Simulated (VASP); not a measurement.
**Ta2H: single point with PBEsol**

The system is Ta2H.

```xyz
3
Lattice="3.1460 0.0000 0.0000 0.0000 3.1460 0.0000 0.0000 0.0000 3.1894" Properties=species:S:1:pos:R:3 pbc="T T T"
Ta    1.5730    0.0000    2.3572
Ta    0.0000    1.5730    0.8322
H     0.0000    0.0000    0.0000
```

This cell differs from its parent crystal: equal strain along all axes, cell held: -6.0 %, then relaxed in part.

```
Program             : VASP 6.6.1
Task                : single point
Functional          : PBEsol
Potentials or basis : VASP PAW PBE potentials, release 64 (Ta_pv, H)
Cutoff              : 520 eV
k mesh              : 12 × 12 × 12
Occupations         : gaussian, width 0.1 eV
Spin                : no spin polarisation
```

```yaml
Pressure: 58.0 GPa
Largest_force: 0.018 eV/Å
Band_gap_on_the_k_mesh: zero (an odd number of electrons rules out a gap without spin polarisation)
```

Forces on the atoms (eV/Å):
```
Ta   0.000  0.000 -0.018
Ta   0.000  0.000  0.018
H    0.000  0.000  0.000
```

Stress tensor (GPa, compression positive):
```
60.29  0.00  0.00
 0.00 60.29  0.00
 0.00  0.00 53.27
```

Levels at points of the mesh, in eV from the Fermi level:
```
           k point  band 8  band 9  band 10  band 11  band 12  band 13  band 14  band 15
(0.00, 0.00, 0.00)   -6.14   -5.10     0.20     0.20     0.55     3.69     4.04     5.89
(0.50, 0.00, 0.00)   -3.86   -2.17    -1.68    -0.37     0.95     1.16     1.24     2.86
(0.50, 0.50, 0.00)   -5.42   -5.42    -2.22    -0.24     2.37     4.28     4.28     5.32
(0.00, 0.00, 0.50)   -4.34   -2.41    -2.22     0.63     0.63     1.40     1.40     3.06
(0.50, 0.00, 0.50)   -5.12   -2.56    -2.11    -0.03     1.99     3.89     4.00     5.24
(0.50, 0.50, 0.50)   -1.74   -1.74    -1.54    -1.47    -1.14     5.37     5.37     5.63
```

It took 38 s on 1 thread of AMD EPYC 9R45 96-Core Processor (Zen 5) (shared host), peak memory 0.19 GiB.

Caveat: the cell differs from its parent crystal (equal strain along all axes, cell held: -6.0 %, then relaxed in part); the stress differs along the axes, from 53 to 60 GPa; the PAW data sets were made with another functional, which shifts forces and pressure a little; spin-orbit coupling is left out, which moves the levels of the heavy elements.
